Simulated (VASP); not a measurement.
ZnCd2Se2S, 6 atoms in the cell. Symmetry: P4/mmm, No. 123, tetragonal system. Conventional cell: a = 4.611 Å, b = 4.611 Å, c = 5.919 Å, α = 90.00°, β = 90.00°, γ = 90.00°. Zn (site symmetry 4/mmm) has 2 S at 2.96 Å and 8 Se at 3.51 Å and 8 Cd at 3.75 Å within 3.9 Å. Within 3.0 Å of Cd (site symmetry mmm) lie 2 S at 2.31 Å and 4 Se at 2.84 Å. Within 3.5 Å of Se (site symmetry 4mm) lie 2 Se at 2.62 to 3.30 Å and 4 Cd at 2.84 Å. S (site symmetry 4/mmm) has 4 Cd at 2.31 Å and 2 Zn at 2.96 Å within 3.0 Å. 

| Property | Result |
| --- | --- |
| Program | VASP 6.6.1 |
| Task | relaxation of cell and atoms |
| Functional | PBE |
| Potentials or basis | VASP PAW PBE potentials, release 64 (Zn, Cd, Se, S) |
| Cutoff | 600 eV |
| k mesh | 4 × 4 × 4 |
| Occupations | gaussian, width 0.1 eV |
| Spin | no spin polarisation |
| Dipole correction | no |
| Further INCAR settings | ALGO = Normal; EDIFF = 1e-06; IBRION = 2; EDIFFG = -0.04; NSW = 90; ISIF = 3 |

Potentials or basis: VASP PAW PBE potentials, release 64 (Zn, Cd, Se, S).

Run with:

```bash
$ cat potpaw_PBE.64/Zn/POTCAR potpaw_PBE.64/Cd/POTCAR potpaw_PBE.64/Se/POTCAR potpaw_PBE.64/S/POTCAR > POTCAR
$ mpirun -np 1 vasp_std > vasp.out
```

Hardware: 1 thread of Intel(R) Xeon(R) 6975P-C (Granite Rapids) (shared host).

Problem. How long does it take, and how much memory?

Solution. It took 4.5 min on 1 thread of Intel(R) Xeon(R) 6975P-C (Granite Rapids), with other jobs on the host, peak memory 0.33 GiB. Counts: scf iterations 80, k points 18, ion steps 9.
